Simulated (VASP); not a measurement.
ZnS: single point with HSE06

The system is ZnS.

```
Zn S
1.0
     3.80685    0.00000    0.00000
    -1.90343    3.29683    0.00000
     0.00000    0.00000    6.24759
Zn S
2 2
Direct
  0.33333 0.66667 0.00540
  0.66667 0.33333 0.50540
  0.33333 0.66667 0.37960
  0.66667 0.33333 0.87960
```

| Item | Value |
| --- | --- |
| Program | VASP 6.6.1 |
| Task | single point |
| Functional | HSE06 |
| Potentials or basis | VASP PAW PBE potentials, release 64 (Zn, S) |
| Cutoff | 520 eV |
| k mesh | 4 × 4 × 2 |
| Occupations | gaussian, width 0.05 eV |
| Spin | no spin polarisation |

```yaml
Pressure: 1.6 GPa
Largest_force: 0.005 eV/Å
Band_gap_on_the_k_mesh: 3.44 eV
```

Forces in eV/Å, atoms in the order of the input:
```
Zn   0.000  0.000  0.005
Zn   0.000  0.000  0.005
S    0.000  0.000 -0.005
S    0.000  0.000 -0.005
```

Stress tensor (GPa, compression positive):
```
1.77 0.00 0.00
0.00 1.77 0.00
0.00 0.00 1.26
```

Levels at points of the mesh, in eV from the valence-band top:
| k point | band 16 | band 17 | band 18 | band 19 | band 20 | band 21 |
| --- | --- | --- | --- | --- | --- | --- |
| (0.00, 0.00, 0.00) | -0.08 | 0.00 | 0.00 | 3.44 | 4.34 | 7.59 |
| (0.50, 0.00, 0.00) | -2.38 | -1.79 | -0.94 | 4.78 | 5.54 | 6.17 |
| (0.00, 0.00, 0.50) | -0.50 | -0.50 | -0.50 | 4.83 | 4.83 | 8.05 |
| (0.50, 0.00, 0.50) | -1.73 | -1.72 | -1.72 | 4.68 | 4.68 | 6.40 |

It took 17 min on 1 thread of Intel(R) Xeon(R) Platinum 8259CL CPU @ 2.50GHz (Skylake/Cascade Lake), on a shared host, peak memory 0.31 GiB.

Caveat: the k points lie up to 0.50 Å⁻¹ apart; the PAW data sets were made with another functional, which shifts forces and pressure a little.
